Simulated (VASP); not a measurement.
# S (P4_2/mnm) in VASP: notebook

The runs below take S through single point, with PBEsol.

Program: VASP 6.6.1. These are calculated values, not measurements. Logs are shortened: lines on timing, memory, paths and dates and some standing lists are left out, and cuts for length are marked.

**1. The cell of the first run**

Symmetry: P4_2/mnm, No. 136, tetragonal system. The conventional cell has a = 4.703 Å, b = 4.703 Å, c = 2.411 Å, α = 90.00°, β = 90.00°, γ = 90.00°. Within 2.6 Å of S (site symmetry m2m) lie 3 S at 1.98 to 2.41 Å.

**2. Single point, PBEsol**

The input, INCAR:

```
PREC = Accurate ; ENCUT = 520
EDIFF = 1E-7 ; ISMEAR = 0
SIGMA = 0.05 ; LREAL = F
LASPH = T ; NELM = 100
ALGO = Normal ; ISIF = 2
LWAVE = F ; LCHARG = F
GGA = PS ; NBANDS = 20
```

The input, KPOINTS:

```
regular mesh
0
Gamma
  4 4 7
```

The input, POSCAR:

```
S
1.0
    4.7033200666      0.0000000000      0.0000000000
    0.0000000000      4.7033200666      0.0000000000
    0.0000000000      0.0000000000      2.4114039114
S
4
Direct
    0.8514443714      0.8514443714      0.5000000000
    0.1485556286      0.1485556286      0.5000000000
    0.3514443714      0.6485556286      0.0000000000
    0.6485556286      0.3514443714      0.0000000000
```

Potentials or basis: VASP PAW PBE potentials, release 64 (S).

Command:

```sh
cat potpaw_PBE.64/S/POTCAR > POTCAR
mpirun -np 1 vasp_std > vasp.out
```

OUTCAR:

```text
PREC = Accurate
   ENCUT = 520
   EDIFF = 1E-7
   ISMEAR = 0
   LREAL = F
   LASPH = T
   NELM = 100
   ISIF = 2
   GGA = PS

 ion  position               nearest neighbor table
   1  0.851  0.851  0.500-   2 1.98
   2  0.149  0.149  0.500-   1 1.98
   3  0.351  0.649  0.000-   4 1.98
   4  0.649  0.351  0.000-   3 1.98

  LATTYP: Found a simple tetragonal cell.
 ALAT       =     4.7033200666
 C/A-ratio  =     0.5127024904

  Lattice vectors:

 A1 = (   4.7033200666,   0.0000000000,   0.0000000000)
 A2 = (   0.0000000000,   4.7033200666,   0.0000000000)
 A3 = (   0.0000000000,   0.0000000000,   2.4114039114)

Analysis of symmetry for initial positions (statically):
=====================================================================
 Subroutine PRICEL returns:
 Original cell was already a primitive cell.

 Routine SETGRP: Setting up the symmetry group for a
 simple tetragonal supercell.

 Subroutine GETGRP returns: Found 16 space group operations
 (whereof  8 operations were pure point group operations)
 out of a pool of 16 trial point group operations.

The static configuration has the point symmetry D_2h.
 The point group associated with its full space group is D_4h.

Analysis of symmetry for dynamics (positions and initial velocities):
=====================================================================
 Subroutine PRICEL returns:
 Original cell was already a primitive cell.

 Routine SETGRP: Setting up the symmetry group for a
 simple tetragonal supercell.

 Subroutine GETGRP returns: Found 16 space group operations
 (whereof  8 operations were pure point group operations)
 out of a pool of 16 trial point group operations.

The dynamic configuration has the point symmetry D_2h.
 The point group associated with its full space group is D_4h.

 Subroutine INISYM returns: Found 16 space group operations
 (whereof  8 operations are pure point group operations),
 and found     1 'primitive' translations

----------------------------------------------------------------------------------------

                                     Primitive cell

  volume of cell :      53.3432

  direct lattice vectors                    reciprocal lattice vectors
     4.703320067  0.000000000  0.000000000     0.212615766  0.000000000  0.000000000
     0.000000000  4.703320067  0.000000000     0.000000000  0.212615766  0.000000000
     0.000000000  0.000000000  2.411403911     0.000000000  0.000000000  0.414696184

  length of vectors
     4.703320067  4.703320067  2.411403911     0.212615766  0.212615766  0.414696184

  position of ions in fractional coordinates (direct lattice)
     0.851444371  0.851444371  0.500000000
     0.148555629  0.148555629  0.500000000
     0.351444371  0.648555629  0.000000000
     0.648555629  0.351444371  0.000000000

  ion indices of the primitive-cell ions
   primitive index   ion index
                 1           1
                 2           2
                 3           3
                 4           4

----------------------------------------------------------------------------------------

 KPOINTS: regular mesh

Automatic generation of k-mesh.
 Grid dimensions read from file:
 generate k-points for:    4    4    7

 Generating k-lattice:

  Cartesian coordinates                     Fractional coordinates (reciprocal lattice)
     0.053153942  0.000000000  0.000000000     0.250000000  0.000000000  0.000000000
     0.000000000  0.053153942  0.000000000     0.000000000  0.250000000  0.000000000
     0.000000000  0.000000000  0.059242312     0.000000000  0.000000000  0.142857143

  Length of vectors
     0.053153942  0.053153942  0.059242312

  Shift w.r.t. Gamma in fractional coordinates (k-lattice)
     0.000000000  0.000000000  0.000000000

 Subroutine IBZKPT returns following result:
 ===========================================

 Found     24 irreducible k-points:

 Following reciprocal coordinates:
            Coordinates               Weight
  0.000000  0.000000  0.000000      1.000000
  0.250000  0.000000  0.000000      4.000000
  0.500000  0.000000  0.000000      2.000000
  0.250000  0.250000  0.000000      4.000000
  0.500000  0.250000  0.000000      4.000000
  0.500000  0.500000  0.000000      1.000000
[... 16 lines left out ...]
  0.500000  0.250000  0.428571      8.000000
  0.500000  0.500000  0.428571      2.000000
   k-points           NKPTS =     24   k-points in BZ     NKDIM =     24   number of bands    NBANDS=     20
   number of dos      NEDOS =    301   number of ions     NIONS =      4
   total plane-waves  NPLWV =  23328
   dimension x,y,z NGX =    36 NGY =   36 NGZ =   18
   dimension x,y,z NGXF=    72 NGYF=   72 NGZF=   36
   ions per type =               4
   NGX,Y,Z   is equivalent  to a cutoff of  12.72, 12.72, 12.41 a.u.
   NGXF,Y,Z  is equivalent  to a cutoff of  25.45, 25.45, 24.82 a.u.
 SYSTEM =  unknown system
   PREC   = accura    normal or accurate (medium, high low for compatibility)
   ISTART =      0    job   : 0-new  1-cont  2-samecut
   ICHARG =      2    charge: 1-file 2-atom 10-const
   ISPIN  =      1    spin polarized calculation?
   LNONCOLLINEAR =      F non collinear calculations
   LSORBIT =      F    spin-orbit coupling
   LASPH  =      T    aspherical Exc in radial PAW
   ENCUT  =  520.0 eV  38.22 Ry    6.18 a.u.   8.75  8.75  4.48*2*pi/ulx,y,z
   NELM   =    100;   NELMIN=  2; NELMDL= -5     # of ELM steps
   EDIFF  = 0.1E-06   stopping-criterion for ELM
   LREAL  =      F    real-space projection
   EDIFFG = 0.1E-05   stopping-criterion for IOM
   NSW    =      0    number of steps for IOM
   IBRION =     -1    ionic relax: 0-MD 1-quasi-New 2-CG
   NFREE  =      0    steps in history (QN), initial steepest desc. (CG)
   ISIF   =      2    stress and relaxation
   ISYM   =      2    0-nonsym 1-usesym 2-fastsym
   POTIM  = 0.5000    time-step for ionic-motion
   TEBEG  =    0.0;   TEEND  =   0.0 temperature during run
   PSTRESS=    0.0 pullay stress
   NELECT =      24.0000    total number of electrons
   NUPDOWN=      -1.0000    fix difference up-down
   EMIN   =  10.00;   EMAX   =-10.00  energy-range for DOS
   EFERMI =   0.00;   METHOD = LEGACY
   ISMEAR =     0;   SIGMA  =   0.05  broadening in eV -4-tet -1-fermi 0-gaus
   EFERMI_NEDOS =   21; number of points for ismear=-14 and -15
   IALGO  =     38    algorithm
   IMIX   =      4    mixing-type and parameters
     AMIX     =   0.40;   BMIX     =  1.00
     AMIX_MAG =   1.60;   BMIX_MAG =  1.00
  volume/ion in A,a.u.               =      13.34        89.99
  Fermi-wavevector in a.u.,A,eV,Ry     =   1.254447  2.370561 21.410627  1.573637
  Thomas-Fermi vector in A             =   2.388251
   LORBIT       =      0    0 simple, 1 ext, 2 COOP (PROOUT), +10 PAW based schemes
   GGA     = PS    functional components
   LHFCALC =     F    Hartree Fock is set to
   AEXX    =    0.0000 exact exchange contribution
   IVDW    =     0    specifies the selected vdW correction
   LEPSILON=     F    determine dielectric tensor
   LRPA    =     F    only Hartree local field effects (RPA)
 non-spin polarized calculation
 Gauss-broadening in eV      SIGMA  =   0.05
  energy-cutoff  :      520.00
  volume of cell :       53.34
 maximum number of plane-waves:      1446
 NGX is ok and might be reduce to    36
   NGX = 17   NGY = 17   NGZ =  9

 number of electron      23.9999996 magnetization

 Free energy of the ion-electron system (eV)
  ---------------------------------------------------
  ext. energy  EPLUGINS =         0.00000000
  ---------------------------------------------------
  free energy    TOTEN  =       -14.89723643 eV

  energy without entropy =      -14.89435052  energy(sigma->0) =      -14.89579348

 E-fermi :  10.1069     XC(G=0): -11.9414

 val. band max:       10.0612293955   @ k =   0.5000   0.0000   0.4286
 cond. band min:      10.1092480903   @ k =   0.2500   0.2500   0.1429
 fundamental gap:      0.0480186948
 Fermi energy:        10.1068811375

 k-point     1 :       0.0000    0.0000    0.0000
  band No.  band energies     occupation
      1      -9.5714      2.00000
      2      -6.4622      2.00000
      3      -3.4787      2.00000
      4      -3.4787      2.00000
      5       2.8443      2.00000
      6       3.0918      2.00000
[... 12 lines left out ...]
     19      19.9716      0.00000
     20      19.9716      0.00000

 k-point     2 :       0.2500    0.0000    0.0000
  band No.  band energies     occupation
      1      -9.2635      2.00000
      2      -7.1932      2.00000
      3      -3.2502      2.00000
      4      -3.0747      2.00000
      5       1.3416      2.00000
      6       1.9071      2.00000
[... 12 lines left out ...]
     19      19.3595      0.00000
     20      19.5924      0.00000

 k-point     3 :       0.5000    0.0000    0.0000
  band No.  band energies     occupation
      1      -8.3928      2.00000
      2      -8.3928      2.00000
      3      -2.8515      2.00000
      4      -2.8515      2.00000
      5       0.7443      2.00000
      6       0.7443      2.00000
[... 12 lines left out ...]
     19      18.6203      0.00000
     20      18.6203      0.00000

 k-point     4 :       0.2500    0.2500    0.0000
  band No.  band energies     occupation
      1      -8.9838      2.00000
      2      -7.4596      2.00000
      3      -3.9687      2.00000
      4      -2.8687      2.00000
      5       0.9368      2.00000
      6       3.6896      2.00000
[... 429 lines left out ...]
 k-point    23 :       0.5000    0.2500    0.4286
  band No.  band energies     occupation
      1      -4.8673      2.00000
      2      -4.8673      2.00000
      3      -0.3597      2.00000
      4      -0.3597      2.00000
      5       1.4536      2.00000
      6       1.4536      2.00000
[... 12 lines left out ...]
     19      17.5715      0.00000
     20      17.5715      0.00000

 k-point    24 :       0.5000    0.5000    0.4286
  band No.  band energies     occupation
      1      -4.7705      2.00000
      2      -4.7705      2.00000
      3      -0.4313      2.00000
      4      -0.4313      2.00000
      5       1.1878      2.00000
      6       1.1878      2.00000
[... 12 lines left out ...]
     19      17.4673      0.00000
     20      17.4673      0.00000

------------------------ aborting loop because EDIFF is reached ----------------------------------------

  FORCE on cell =-STRESS in cart. coord.  units (eV):
  Direction    XX          YY          ZZ          XY          YZ          ZX
  --------------------------------------------------------------------------------------
  -------------------------------------------------------------------------------------
  Total        9.7732858      9.7732858      9.9436165     -0.0000000      0.0000000      0.0000000
  in kB      293.5432862    293.5432862    298.6592148     -0.0000000      0.0000000      0.0000000
  external PRESSURE =     295.2485957 kB  Pullay stress =       0.0000000 kB

 VOLUME and BASIS-vectors are now :
 -----------------------------------------------------------------------------
  energy-cutoff  :      520.00
  volume of cell :       53.34
      direct lattice vectors                 reciprocal lattice vectors
     4.703320067  0.000000000  0.000000000     0.212615766  0.000000000  0.000000000
     0.000000000  4.703320067  0.000000000     0.000000000  0.212615766  0.000000000
     0.000000000  0.000000000  2.411403911     0.000000000  0.000000000  0.414696184

 POSITION                                       TOTAL-FORCE (eV/Angst)
 -----------------------------------------------------------------------------------
      4.00462      4.00462      1.20570         0.100133      0.100133      0.000000
      0.69870      0.69870      1.20570        -0.100133     -0.100133      0.000000
      1.65296      3.05036      0.00000         0.100133     -0.100133      0.000000
      3.05036      1.65296      0.00000        -0.100133      0.100133      0.000000
 -----------------------------------------------------------------------------------
    total drift:                               -0.000000      0.000000     -0.000000

  FREE ENERGIE OF THE ION-ELECTRON SYSTEM (eV)
  ---------------------------------------------------
  free  energy   TOTEN  =       -14.8972364309 eV

  energy  without entropy=      -14.8943505198  energy(sigma->0) =      -14.89579348
```

It took 13 s on 1 thread of Intel Xeon Platinum 8375C at 2.90GHz (Ice Lake), shared host; peak memory 0.16 GiB.

What came out:

| Quantity | Value |
| --- | --- |
| Free energy | -14.8972 eV |
| Pressure | 29.5 GPa |
| Largest force | 0.142 eV/Å |
| Band gap on the k mesh | zero (band 12 reaches 13.96 eV, above the bottom of band 13 at 7.67 eV) |

Forces in eV/Å, atoms in the order of the input:
```
S    0.100  0.100  0.000
S   -0.100 -0.100  0.000
S    0.100 -0.100  0.000
S   -0.100  0.100  0.000
```

Caveat: the k points lie up to 0.37 Å⁻¹ apart; the PAW data sets were made with another functional, which shifts forces and pressure a little.

(Part 1 of 3 ends here.)
